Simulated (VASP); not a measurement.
# Pt3Pb in VASP: a series of runs

Runs on Pt3Pb. Level: LDA. Tasks: electric field gradients.

All numbers are computed with VASP 6.6.1; they aren't measurements. Logs are shortened: lines on timing, memory, paths and dates and some standing lists are left out, and cuts for length are marked.

## (1) The cell of the first run

It takes space group R-3m (No. 166, trigonal). Conventional cell: a = 5.796 Å, b = 5.796 Å, c = 6.888 Å, α = 90.00°, β = 90.00°, γ = 120.00°. Pt (site symmetry 2/m) has 8 Pt at 2.84 to 2.90 Å and 4 Pb at 2.84 to 2.90 Å within 3.7 Å. Within 3.7 Å of Pb (site symmetry -3m) lie 12 Pt at 2.84 to 2.90 Å.

## (2) Electric field gradients, LDA (equal xy, yz and zx shear strains of -2 %)

Contents of INCAR:

```
PREC = Accurate
ENCUT = 520
EDIFF = 1E-8
ISMEAR = -1
SIGMA = 0.03
LREAL = F
LASPH = T
NELM = 60
ALGO = Normal
ISIF = 2
LWAVE = F
LCHARG = F
LEFG = T
NBANDS = 30
```

Contents of KPOINTS:

```
Automatic mesh
0
Gamma
  9 9 9
```

Contents of POSCAR:

```
Pt3Pb
1.0
    4.0580000000     -0.0405800000     -0.0405800000
   -0.0405800000      4.0580000000     -0.0405800000
   -0.0405800000     -0.0405800000      4.0580000000
Pt Pb
3 1
Direct
    0.0000000000      0.5000000000      0.5000000000
    0.5000000000      0.0000000000      0.5000000000
    0.5000000000      0.5000000000      0.0000000000
    0.0000000000      0.0000000000      0.0000000000
```

Potentials or basis: VASP PAW LDA potentials, release 64 (Pt, Pb_d).

Run with:

```console
$ cat potpaw_LDA.64/Pt/POTCAR potpaw_LDA.64/Pb_d/POTCAR > POTCAR
$ mpirun -np 1 vasp_std > vasp.out
```

OUTCAR:

```text
PREC = Accurate
   ENCUT = 520
   EDIFF = 1E-8
   ISMEAR = -1
   LREAL = F
   LASPH = T
   NELM = 60
   ISIF = 2

 ion  position               nearest neighbor table
   1  0.000  0.500  0.500-   2 2.84   3 2.84   4 2.84   4 2.84   3 2.84   2 2.84   4 2.90   3 2.90
                             2 2.90   3 2.90   4 2.90   2 2.90
   2  0.500  0.000  0.500-   1 2.84   3 2.84   4 2.84   3 2.84   4 2.84   1 2.84   3 2.90   3 2.90
                             1 2.90   4 2.90   4 2.90   1 2.90
   3  0.500  0.500  0.000-   1 2.84   2 2.84   4 2.84   2 2.84   1 2.84   4 2.84   4 2.90   1 2.90
                             1 2.90   4 2.90   2 2.90   2 2.90
   4  0.000  0.000  0.000-   1 2.84   2 2.84   3 2.84   1 2.84   2 2.84   3 2.84   3 2.90   1 2.90
                             2 2.90   3 2.90   2 2.90   1 2.90

  LATTYP: Found a trigonal (rhomboedric) cell.
 ALAT       =     4.0584057797
 COS(alpha) =    -0.0198960208

  Lattice vectors:

 A1 = (   4.0580000000,  -0.0405800000,  -0.0405800000)
 A2 = (  -0.0405800000,   4.0580000000,  -0.0405800000)
 A3 = (  -0.0405800000,  -0.0405800000,   4.0580000000)

Analysis of symmetry for initial positions (statically):
=====================================================================
 Subroutine PRICEL returns:
 Original cell was already a primitive cell.

 Routine SETGRP: Setting up the symmetry group for a
 trigonal (rhombohedral) supercell.

 Subroutine GETGRP returns: Found 12 space group operations
 (whereof 12 operations were pure point group operations)
 out of a pool of 12 trial point group operations.

The static configuration has the point symmetry D_3d.

Analysis of symmetry for dynamics (positions and initial velocities):
=====================================================================
 Subroutine PRICEL returns:
 Original cell was already a primitive cell.

 Routine SETGRP: Setting up the symmetry group for a
 trigonal (rhombohedral) supercell.

 Subroutine GETGRP returns: Found 12 space group operations
 (whereof 12 operations were pure point group operations)
 out of a pool of 12 trial point group operations.

The dynamic configuration has the point symmetry D_3d.

 Subroutine INISYM returns: Found 12 space group operations
 (whereof 12 operations are pure point group operations),
 and found     1 'primitive' translations

[... 147 lines left out ...]

 val. band max:       11.1845819305   @ k =   0.4444   0.4444   0.3333
 cond. band min:      11.2516898823   @ k =  -0.4444   0.4444   0.3333
 fundamental gap:      0.0671079519
 Fermi energy:        11.1958932044

 k-point     1 :       0.0000    0.0000    0.0000
  band No.  band energies     occupation
      1      -6.1371      2.00000
      2      -6.1371      2.00000
      3      -6.0794      2.00000
      4      -6.0794      2.00000
      5      -6.0785      2.00000
      6      -1.2576      2.00000
[... 781 lines left out ...]
     29      19.9795      0.00000
     30      20.0958      0.00000

 [... further k-points ...]

------------------------ aborting loop because EDIFF is reached ----------------------------------------

  FORCE on cell =-STRESS in cart. coord.  units (eV):
  Direction    XX          YY          ZZ          XY          YZ          ZX
  --------------------------------------------------------------------------------------
  -------------------------------------------------------------------------------------
  Total       -0.8313890     -0.8313890     -0.8313890      0.4969044      0.4969044      0.4969044
  in kB      -19.9392989    -19.9392989    -19.9392989     11.9173164     11.9173164     11.9173164
  external PRESSURE =     -19.9392989 kB  Pullay stress =       0.0000000 kB

 VOLUME and BASIS-vectors are now :
 -----------------------------------------------------------------------------
  energy-cutoff  :      520.00
  volume of cell :       66.80
      direct lattice vectors                 reciprocal lattice vectors
     4.058000000 -0.040580000 -0.040580000     0.246476604  0.002489663  0.002489663
    -0.040580000  4.058000000 -0.040580000     0.002489663  0.246476604  0.002489663
    -0.040580000 -0.040580000  4.058000000     0.002489663  0.002489663  0.246476604

 POSITION                                       TOTAL-FORCE (eV/Angst)
 -----------------------------------------------------------------------------------
     -0.04058      2.00871      2.00871         0.000000     -0.000000     -0.000000
      2.00871     -0.04058      2.00871         0.000000     -0.000000      0.000000
      2.00871      2.00871     -0.04058        -0.000000      0.000000     -0.000000
      0.00000      0.00000      0.00000        -0.000000      0.000000     -0.000000
 -----------------------------------------------------------------------------------
    total drift:                                0.000000      0.000000     -0.000000

  FREE ENERGIE OF THE ION-ELECTRON SYSTEM (eV)
  ---------------------------------------------------
  free  energy   TOTEN  =       -27.1150355114 eV

  energy  without entropy=      -27.1127891120  energy(sigma->0) =      -27.11391231

 Electric field gradients (V/A^2)
---------------------------------------------------------------------
 ion       V_xx      V_yy      V_zz      V_xy      V_xz      V_yz
---------------------------------------------------------------------
   1    -145.989    72.995    72.995   -23.936   -23.936    -8.895
   2      72.995  -145.989    72.995   -23.936    -8.895   -23.936
   3      72.995    72.995  -145.989    -8.895   -23.936   -23.936
   4       0.000     0.000    -0.000   -33.819   -33.819   -33.819
---------------------------------------------------------------------

 Electric field gradients after diagonalization (V/A^2)
 (convention: |V_zz| > |V_xx| > |V_yy|)
----------------------------------------------------------------------
 ion       V_xx      V_yy      V_zz     asymmetry (V_yy - V_xx)/ V_zz
----------------------------------------------------------------------
   1      81.889    69.419  -151.309       0.082
   2      81.889    69.419  -151.309       0.082
   3      81.889    69.419  -151.309       0.082
   4      33.819    33.819   -67.638       0.000
----------------------------------------------------------------------

           NMR quadrupolar parameters

 Cq : quadrupolar parameter    Cq=e*Q*V_zz/h
 eta: asymmetry parameters     (V_yy - V_xx)/ V_zz
 Q  : nuclear electric quadrupole moment in mb (millibarn)
----------------------------------------------------------------------
 ion       Cq(MHz)       eta       Q (mb)
----------------------------------------------------------------------
   1      -0.366       0.082       1.000
   2      -0.366       0.082       1.000
   3      -0.366       0.082       1.000
   4      -0.164       0.000       1.000
----------------------------------------------------------------------
```

OSZICAR:

```text
N       E                     dE             d eps       ncg     rms          rms(c)
DAV:   1     0.407423930249E+03    0.40742E+03   -0.21364E+04  5138   0.166E+03
DAV:   2     0.363366461731E+01   -0.40379E+03   -0.37987E+03  5538   0.429E+02
DAV:   3    -0.271167039454E+02   -0.30750E+02   -0.29452E+02  5906   0.119E+02
DAV:   4    -0.279921942369E+02   -0.87549E+00   -0.87286E+00  5846   0.191E+01
DAV:   5    -0.280241124104E+02   -0.31918E-01   -0.31915E-01  7184   0.399E+00    0.169E+01
DAV:   6    -0.272361128105E+02    0.78800E+00   -0.18577E+00  5808   0.923E+00    0.868E+00
DAV:   7    -0.271280681375E+02    0.10804E+00   -0.13931E-01  7096   0.429E+00    0.346E+00
DAV:   8    -0.271163273548E+02    0.11741E-01   -0.20542E-02  7120   0.103E+00    0.320E-01
DAV:   9    -0.271150410482E+02    0.12863E-02   -0.60828E-03  6816   0.973E-01    0.388E-02
DAV:  10    -0.271150370335E+02    0.40147E-05   -0.19816E-04  7234   0.188E-01    0.136E-02
DAV:  11    -0.271150354781E+02    0.15554E-05   -0.83708E-06  7356   0.246E-02    0.338E-03
DAV:  12    -0.271150355143E+02   -0.36183E-07   -0.81677E-07  6132   0.754E-03    0.147E-03
DAV:  13    -0.271150355114E+02    0.29108E-08   -0.28204E-08  4608   0.182E-03
   1 F= -.27115036E+02 E0= -.27113912E+02  d E =-.224640E-02
```

Run time: 80 s. Hardware: 1 thread of AMD EPYC 9R14 (Zen 4), shared host; peak memory 0.22 GiB.

Results:

```yaml
Free_energy: -27.1150 eV
Pressure: -2.0 GPa
Band_gap_on_the_k_mesh: zero (bands 22 and 23 overlap by 0.35 eV)
Largest_electric_field_gradient_by_atom: Pt -151.3; Pb -67.6 V/Å²
```

Electric field gradients, principal values (V/Å²):
```tsv
atom	least	middle	greatest (by size)
1 Pt	69.419	81.889	-151.309
2 Pt	69.419	81.889	-151.309
3 Pt	69.419	81.889	-151.309
4 Pb	33.819	33.819	-67.638
```

Caveat: the cell differs from its parent crystal (equal xy, yz and zx shear strains of -2 %); without QUAD_EFG the Cq values of the log hold for a quadrupole moment of 1 mb, not for the nuclei; spin-orbit coupling is left out, which moves the levels of the heavy elements.

(Part 1 of 2 ends here.)
